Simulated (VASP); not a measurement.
# Ti in VASP: further runs, part 2 of 2

VASP 6.6.1. Earlier steps stand in the parts before.

## Step 4: Electric field gradients, PBE (volume scaled by 0.98)

INCAR reads:

```
SYSTEM = Ti
ALGO     = Normal         ! electronic algorithm
EDIFF    = 1E-8           ! SCF threshold, eV
ENCUT    = 520            ! plane-wave cutoff, eV
GGA      = PE             ! functional
ISIF     = 2              ! what is computed and relaxed
ISMEAR   = -1             ! smearing method
LASPH    = .TRUE.         ! aspherical terms in the spheres
LCHARG   = .FALSE.        ! write CHGCAR
LEFG     = .TRUE.       
LREAL    = .FALSE.        ! projectors in reciprocal space
LWAVE    = .FALSE.        ! write WAVECAR
NBANDS   = 12             ! bands
NELM     = 60             ! most SCF steps
PREC     = Accurate       ! precision mode
SIGMA    = 0.05           ! smearing width, eV
```

KPOINTS reads:

```
k-points
0
G
  14 14 14
  0 0 0
```

POSCAR reads:

```
Ti
1.0
   -1.6299862453      1.6299862453      1.6299862453
    1.6299862453     -1.6299862453      1.6299862453
    1.6299862453      1.6299862453     -1.6299862453
Ti
1
Direct
    0.0000000000      0.0000000000      0.0000000000
```

Potentials or basis: VASP PAW PBE potentials, release 64 (Ti_sv).

On the command line:

```console
cat potpaw_PBE.64/Ti_sv/POTCAR > POTCAR
mpirun -np 1 vasp_std > vasp.out
```

OUTCAR:

```text
SYSTEM = Ti
   EDIFF = 1E-8
   ENCUT = 520
   GGA = PE
   ISIF = 2
   ISMEAR = -1
   LASPH = .TRUE.
   LREAL = .FALSE.
   NELM = 60
   PREC = Accurate

 ion  position               nearest neighbor table
   1  0.000  0.000  0.000-

  LATTYP: Found a body centered cubic cell.
 ALAT       =     3.2599724906

  Lattice vectors:

 A1 = (  -1.6299862453,   1.6299862453,   1.6299862453)
 A2 = (   1.6299862453,  -1.6299862453,   1.6299862453)
 A3 = (   1.6299862453,   1.6299862453,  -1.6299862453)

[... 564 lines left out ...]
    total drift:                                0.000000      0.000000      0.000000

  FREE ENERGIE OF THE ION-ELECTRON SYSTEM (eV)
  ---------------------------------------------------
  free  energy   TOTEN  =        -7.7333217394 eV

  energy  without entropy=       -7.7130371483  energy(sigma->0) =       -7.72317944

 Electric field gradients (V/A^2)
---------------------------------------------------------------------
 ion       V_xx      V_yy      V_zz      V_xy      V_xz      V_yz
---------------------------------------------------------------------
   1       0.000     0.000     0.000     0.000     0.000     0.000
---------------------------------------------------------------------

 Electric field gradients after diagonalization (V/A^2)
 (convention: |V_zz| > |V_xx| > |V_yy|)
----------------------------------------------------------------------
 ion       V_xx      V_yy      V_zz     asymmetry (V_yy - V_xx)/ V_zz
----------------------------------------------------------------------
   1      -0.000    -0.000     0.001       0.000
----------------------------------------------------------------------

           NMR quadrupolar parameters

 Cq : quadrupolar parameter    Cq=e*Q*V_zz/h
 eta: asymmetry parameters     (V_yy - V_xx)/ V_zz
 Q  : nuclear electric quadrupole moment in mb (millibarn)
----------------------------------------------------------------------
 ion       Cq(MHz)       eta       Q (mb)
----------------------------------------------------------------------
   1       0.000       0.000       1.000
----------------------------------------------------------------------
```

OSZICAR:

```text
N       E                     dE             d eps       ncg     rms          rms(c)
DAV:   1     0.871794244781E+02    0.87179E+02   -0.65055E+03  2504   0.122E+03
DAV:   2    -0.447920323657E+01   -0.91659E+02   -0.89356E+02  2544   0.297E+02
DAV:   3    -0.868647958658E+01   -0.42073E+01   -0.41536E+01  3480   0.649E+01
DAV:   4    -0.876658161789E+01   -0.80102E-01   -0.80017E-01  2832   0.801E+00
DAV:   5    -0.876817287722E+01   -0.15913E-02   -0.15912E-02  2960   0.102E+00    0.829E+00
DAV:   6    -0.772598310388E+01    0.10422E+01   -0.24787E+00  2692   0.223E+01    0.209E+00
DAV:   7    -0.772330155799E+01    0.26815E-02   -0.70597E-02  2972   0.282E+00    0.125E+00
DAV:   8    -0.773285641050E+01   -0.95549E-02   -0.35135E-02  2636   0.214E+00    0.971E-02
DAV:   9    -0.773330141704E+01   -0.44501E-03   -0.24880E-03  3008   0.462E-01    0.771E-02
DAV:  10    -0.773334739324E+01   -0.45976E-04   -0.23919E-04  2656   0.169E-01    0.142E-02
DAV:  11    -0.773332082984E+01    0.26563E-04   -0.23185E-05  2948   0.753E-02    0.680E-03
DAV:  12    -0.773332136701E+01   -0.53718E-06   -0.14300E-06  3172   0.142E-02    0.682E-04
DAV:  13    -0.773332185229E+01   -0.48528E-06   -0.21631E-07  3216   0.283E-03    0.202E-03
DAV:  14    -0.773332177938E+01    0.72904E-07   -0.52567E-08  2584   0.256E-03    0.524E-04
DAV:  15    -0.773332174461E+01    0.34771E-07   -0.56611E-09  1976   0.865E-04    0.736E-05
DAV:  16    -0.773332173940E+01    0.52098E-08   -0.72710E-10  1332   0.251E-04
   1 F= -.77333217E+01 E0= -.77231794E+01  d E =-.202846E-01
```

stdout:

```text
POSCAR found type information on POSCAR Ti
 POSCAR found :  1 types and       1 ions
 scaLAPACK will be used
 LDA part: xc-table for (Slater+PW92), standard interpolation
 POSCAR, INCAR and KPOINTS ok, starting setup
 FFT: planning ... GRIDC
 FFT: planning ... GRID_SOFT
 FFT: planning ... GRID
 WAVECAR not read
 entering main loop
ion   1
```

Wall time 33 s (1 thread of Intel Xeon Platinum 8259CL at 2.50GHz (Skylake/Cascade Lake), shared host); peak memory 0.15 GiB.

Results:

| Quantity | Value |
| --- | --- |
| Free energy | -7.7333 eV |
| Pressure | -0.6 GPa |
| Band gap on the k mesh | zero (band 6 reaches 9.10 eV, above the bottom of band 7 at 7.45 eV) |

Levels at points of the mesh, in eV from the Fermi level:
```tsv
k point	band 4	band 5	band 6	band 7	band 8	band 9
(0.00, 0.00, 0.00)	-32.37	-5.95	1.00	1.00	1.00	2.76
(0.50, 0.00, 0.00)	-32.38	-2.45	-0.39	1.16	2.75	3.10
(0.50, 0.50, 0.50)	-32.84	-2.10	-2.10	3.94	3.94	3.94
```

Caveat: without QUAD_EFG the Cq values of the log hold for a quadrupole moment of 1 mb, not for the nuclei.

## Step 5: Electric field gradients, PBE (volume scaled by 0.99)

INCAR reads:

```
PREC     = Accurate       # precision mode
ENCUT    = 520            # plane-wave cutoff, eV
EDIFF    = 1E-8           # SCF threshold, eV
ISMEAR   = -1             # smearing method
SIGMA    = 0.05           # smearing width, eV
LREAL    = False          # projectors in reciprocal space
LASPH    = True           # aspherical terms in the spheres
NELM     = 100            # most SCF steps
ALGO     = Normal         # electronic algorithm
ISIF     = 2              # what is computed and relaxed
LWAVE    = False          # write WAVECAR
LCHARG   = False          # write CHGCAR
GGA      = PE             # functional
LEFG     = True         
NBANDS   = 12             # bands
```

KPOINTS reads:

```
Automatic mesh
0
Gamma
  14 14 14
```

POSCAR reads:

```
Ti
1.0
   -1.6355116647      1.6355116647      1.6355116647
    1.6355116647     -1.6355116647      1.6355116647
    1.6355116647      1.6355116647     -1.6355116647
Ti
1
Direct
    0.0000000000      0.0000000000      0.0000000000
```

Potentials or basis: VASP PAW PBE potentials, release 64 (Ti_sv).

On the command line:

```console
cat potpaw_PBE.64/Ti_sv/POTCAR > POTCAR
mpirun -np 1 vasp_std > vasp.out
```

OUTCAR:

```text
PREC = Accurate
   ENCUT = 520
   EDIFF = 1E-8
   ISMEAR = -1
   LREAL = False
   LASPH = True
   NELM = 100
   ISIF = 2
   GGA = PE

 ion  position               nearest neighbor table
   1  0.000  0.000  0.000-

  LATTYP: Found a body centered cubic cell.
 ALAT       =     3.2710233294

  Lattice vectors:

 A1 = (  -1.6355116647,   1.6355116647,   1.6355116647)
[... 567 lines left out ...]
    total drift:                                0.000000      0.000000     -0.000000

  FREE ENERGIE OF THE ION-ELECTRON SYSTEM (eV)
  ---------------------------------------------------
  free  energy   TOTEN  =        -7.7321656658 eV

  energy  without entropy=       -7.7116431855  energy(sigma->0) =       -7.72190443

 Electric field gradients (V/A^2)
---------------------------------------------------------------------
 ion       V_xx      V_yy      V_zz      V_xy      V_xz      V_yz
---------------------------------------------------------------------
   1       0.000    -0.000    -0.000     0.000     0.000     0.000
---------------------------------------------------------------------

 Electric field gradients after diagonalization (V/A^2)
 (convention: |V_zz| > |V_xx| > |V_yy|)
----------------------------------------------------------------------
 ion       V_xx      V_yy      V_zz     asymmetry (V_yy - V_xx)/ V_zz
----------------------------------------------------------------------
   1      -0.000    -0.000     0.001       0.000
----------------------------------------------------------------------

           NMR quadrupolar parameters

 Cq : quadrupolar parameter    Cq=e*Q*V_zz/h
 eta: asymmetry parameters     (V_yy - V_xx)/ V_zz
 Q  : nuclear electric quadrupole moment in mb (millibarn)
----------------------------------------------------------------------
 ion       Cq(MHz)       eta       Q (mb)
----------------------------------------------------------------------
   1       0.000       0.000       1.000
----------------------------------------------------------------------
```

OSZICAR:

```text
N       E                     dE             d eps       ncg     rms          rms(c)
DAV:   1     0.872677643565E+02    0.87268E+02   -0.65770E+03  2496   0.119E+03
DAV:   2    -0.445801962403E+01   -0.91726E+02   -0.89285E+02  2540   0.295E+02
DAV:   3    -0.868159541264E+01   -0.42236E+01   -0.41732E+01  3492   0.652E+01
DAV:   4    -0.878394176946E+01   -0.10235E+00   -0.10213E+00  2792   0.862E+00
DAV:   5    -0.878688829209E+01   -0.29465E-02   -0.29464E-02  2952   0.129E+00    0.822E+00
DAV:   6    -0.772486085886E+01    0.10620E+01   -0.25747E+00  2700   0.225E+01    0.205E+00
DAV:   7    -0.772256310000E+01    0.22978E-02   -0.68583E-02  2956   0.274E+00    0.124E+00
DAV:   8    -0.773169414023E+01   -0.91310E-02   -0.34573E-02  2636   0.211E+00    0.953E-02
DAV:   9    -0.773214602369E+01   -0.45188E-03   -0.22540E-03  3016   0.433E-01    0.729E-02
DAV:  10    -0.773218812571E+01   -0.42102E-04   -0.23939E-04  2652   0.163E-01    0.147E-02
DAV:  11    -0.773216471126E+01    0.23414E-04   -0.24580E-05  2956   0.770E-02    0.681E-03
DAV:  12    -0.773216535750E+01   -0.64624E-06   -0.14781E-06  3292   0.140E-02    0.636E-04
DAV:  13    -0.773216579700E+01   -0.43950E-06   -0.18505E-07  3316   0.274E-03    0.206E-03
DAV:  14    -0.773216570528E+01    0.91714E-07   -0.58514E-08  2596   0.276E-03    0.395E-04
DAV:  15    -0.773216566969E+01    0.35595E-07   -0.39205E-09  1920   0.712E-04    0.689E-05
DAV:  16    -0.773216566582E+01    0.38656E-08   -0.68868E-10  1320   0.246E-04
   1 F= -.77321657E+01 E0= -.77219044E+01  d E =-.205225E-01
```

stdout:

```text
POSCAR found type information on POSCAR Ti
 POSCAR found :  1 types and       1 ions
 scaLAPACK will be used
 LDA part: xc-table for (Slater+PW92), standard interpolation
 POSCAR, INCAR and KPOINTS ok, starting setup
 FFT: planning ... GRIDC
 FFT: planning ... GRID_SOFT
 FFT: planning ... GRID
 WAVECAR not read
 entering main loop
ion   1
```

Wall time 29 s (1 thread of Intel Xeon Platinum 8259CL at 2.50GHz (Skylake/Cascade Lake), shared host); peak memory 0.15 GiB.

Results:

* Free energy: -7.7322 eV
* Pressure: -1.6 GPa
* Band gap on the k mesh: zero (band 6 reaches 8.99 eV, above the bottom of band 7 at 7.34 eV)

Levels at points of the mesh, in eV from the Fermi level:
```csv
k point,band 2,band 3,band 4,band 5,band 6,band 7,band 8,band 9,band 10,band 11
"(0.00, 0.00, 0.00)",-32.41,-32.41,-32.41,-5.93,0.99,0.99,0.99,2.73,2.73,17.37
"(0.50, 0.00, 0.00)",-33.06,-32.61,-32.41,-2.42,-0.38,1.12,2.72,3.06,4.23,8.69
"(0.50, 0.50, 0.50)",-32.86,-32.86,-32.86,-2.07,-2.07,3.89,3.89,3.89,8.33,8.33
```

Caveat: without QUAD_EFG the Cq values of the log hold for a quadrupole moment of 1 mb, not for the nuclei.

## Step 6: The runs side by side

| level | potentials or basis | cell | gap on the mesh (eV) | pressure (GPa) |
| --- | --- | --- | --- | --- |
| LDA | VASP PAW LDA potentials, release 64 (Ti_sv) | a = 2.899 Å, angles 108.7, 108.7, 111.1°, 1 atom | none | -15.1 |
| PBE | VASP PAW PBE potentials, release 64 (Ti_sv) | a = 2.823 Å, angles 109.5°, 1 atom | none | -0.6 |
| PBE | VASP PAW PBE potentials, release 64 (Ti_sv) | a = 2.833 Å, angles 109.5°, 1 atom | none | -1.6 |

Alike in all rows: task electric field gradients; no spin polarisation; k mesh 14 × 14 × 14; cutoff (eV) 520; smearing fermi-dirac 0.05 eV.

Absolute energies hang on the potentials; compare differences alone.
